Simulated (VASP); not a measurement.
## Sn: single point with r2SCAN

Sn:

```xyz
1
Lattice="0.0000 2.3907 2.3907 2.3907 0.0000 2.3907 2.3907 2.3907 0.0000" Properties=species:S:1:pos:R:3 pbc="T T T"
Sn    0.0000    0.0000    0.0000
```

This isn't the form of Sn at room conditions, which is tetragonal (white tin).

| Property | Result |
| --- | --- |
| Program | VASP 6.6.1 |
| Task | single point |
| Functional | r2SCAN |
| Potentials or basis | VASP PAW PBE potentials, release 64 (Sn_d) |
| Cutoff | 520 eV |
| k mesh | 11 × 11 × 11 |
| Occupations | fermi-dirac, width 0.1 eV |
| Spin | no spin polarisation |
| Dipole correction | no |
| Further INCAR settings | ALGO = Normal; EDIFF = 1e-06; NBANDS = 13 |

```yaml
Pressure: 0.0 GPa
Band_gap_on_the_k_mesh: zero (bands 7 and 8 overlap by 10.05 eV)
```

Levels at points of the mesh, in eV from the Fermi level:
```csv
k point,band 4,band 5,band 6,band 7,band 8,band 9,band 10,band 11
"(0.00, 0.00, 0.00)",-22.18,-22.18,-11.68,8.14,8.14,8.14,11.26,12.35
```

It took 36 s on 1 thread of Intel(R) Xeon(R) 6975P-C (Granite Rapids), with other jobs on the host, peak memory 0.17 GiB.

Caveat: the PAW data sets were made with another functional, which shifts forces and pressure a little; spin-orbit coupling is left out, which moves the levels of the heavy elements.
